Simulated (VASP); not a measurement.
# BeSi: single point with PBE

BeSi:

```xyz
2
Lattice="2.9658 0.0000 0.0000 0.0000 2.9658 0.0000 0.0000 0.0000 2.9658" Properties=species:S:1:pos:R:3 pbc="T T T"
Be    1.4829    1.4829    1.4829
Si    0.0000    0.0000    0.0000
```

```
Program             : VASP 6.6.1
Task                : single point
Functional          : PBE
Potentials or basis : VASP PAW PBE potentials, release 64 (Be, Si)
Cutoff              : 520 eV
k mesh              : 9 × 9 × 9
Occupations         : fermi-dirac, width 0.05 eV
Spin                : no spin polarisation
```

```
Pressure               : -8.9 GPa
Band gap on the k mesh : zero (band 3 reaches 11.83 eV, above the bottom of band 4 at 5.93 eV)
```

Levels at points of the mesh, in eV from the Fermi level:
```csv
k point,band 1,band 2,band 3,band 4,band 5,band 6,band 7,band 8
"(0.00, 0.00, 0.00)",-12.57,1.26,1.26,1.26,4.61,4.61,6.35,12.98
```

It took 2.9 s on 1 thread of Intel(R) Xeon(R) 6975P-C (Granite Rapids), with other jobs on the host, peak memory 0.13 GiB.
